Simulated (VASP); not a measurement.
Write the native input for VASP 6.6.1 that does the following.

```
Task                   : single point
Functional             : r2SCAN
Potentials or basis    : VASP PAW PBE potentials, release 64 (Y_sv, Ge_d)
Cutoff                 : 520 eV
k mesh                 : 8 × 8 × 8
Occupations            : gaussian, width 0.1 eV
Spin                   : no spin polarisation
Dipole correction      : no
Further INCAR settings : ALGO = Normal; EDIFF = 1e-06; NBANDS = 45
```

The system is Y2Ge.

```
Y Ge
1.0
     0.00000    4.31134    4.31134
     4.31134    0.00000    4.31134
     4.31134    4.31134    0.00000
Y Ge
4 2
Direct
  0.12500 0.12500 0.12500
  0.62500 0.12500 0.12500
  0.12500 0.12500 0.62500
  0.12500 0.62500 0.12500
  0.50000 0.50000 0.50000
  0.75000 0.75000 0.75000
```

The input as run:

POSCAR

```
Y2Ge
1.0
    0.0000000000      4.3113446651      4.3113446651
    4.3113446651      0.0000000000      4.3113446651
    4.3113446651      4.3113446651      0.0000000000
Y Ge
4 2
Direct
    0.1250000000      0.1250000000      0.1250000000
    0.6250000000      0.1250000000      0.1250000000
    0.1250000000      0.1250000000      0.6250000000
    0.1250000000      0.6250000000      0.1250000000
    0.5000000000      0.5000000000      0.5000000000
    0.7500000000      0.7500000000      0.7500000000
```

INCAR.step1

```
ALGO     = Normal         # electronic algorithm
EDIFF    = 1E-4           # SCF threshold, eV
ENCUT    = 520            # plane-wave cutoff, eV
GGA      = PE             # functional
ISMEAR   = 0              # smearing method
LASPH    = True           # aspherical terms in the spheres
LCHARG   = False          # write CHGCAR
LREAL    = False          # projectors in reciprocal space
LWAVE    = True           # write WAVECAR
NBANDS   = 45             # bands
NELM     = 100            # most SCF steps
PREC     = Accurate       # precision mode
SIGMA    = 0.1            # smearing width, eV
```

INCAR.step2

```
ALGO     = Normal         # electronic algorithm
EDIFF    = 1E-6           # SCF threshold, eV
ENCUT    = 520            # plane-wave cutoff, eV
ISIF     = 2              # what is computed and relaxed
ISMEAR   = 0              # smearing method
ISTART   = 1            
LASPH    = True           # aspherical terms in the spheres
LCHARG   = True           # write CHGCAR
LELF     = True           # ELF
LMIXTAU  = True         
LREAL    = False          # projectors in reciprocal space
LVHAR    = True         
LWAVE    = False          # write WAVECAR
METAGGA  = R2SCAN         # meta-GGA
NBANDS   = 45             # bands
NELM     = 100            # most SCF steps
PREC     = Accurate       # precision mode
SIGMA    = 0.1            # smearing width, eV
```

KPOINTS

```
k-points
0
Gamma
  8 8 8
```

Potentials or basis: VASP PAW PBE potentials, release 64 (Y_sv, Ge_d).

Command:

```bash
$ cat potpaw_PBE.64/Y_sv/POTCAR potpaw_PBE.64/Ge_d/POTCAR > POTCAR
$ cp INCAR.step1 INCAR
$ mpirun -np 1 vasp_std > vasp.out
$ cp INCAR.step2 INCAR
$ mpirun -np 1 vasp_std > vasp.out
```

Results of the run:

The pressure is 0.0 GPa. The band gap on the k mesh is zero (bands 36 and 37 overlap by 0.50 eV).

Caveat: the PAW data sets were made with another functional, which shifts forces and pressure a little.

Run time: 14 min on 1 thread of Intel(R) Xeon(R) Platinum 8259CL CPU @ 2.50GHz (Skylake/Cascade Lake) (shared host), peak memory 0.47 GiB.
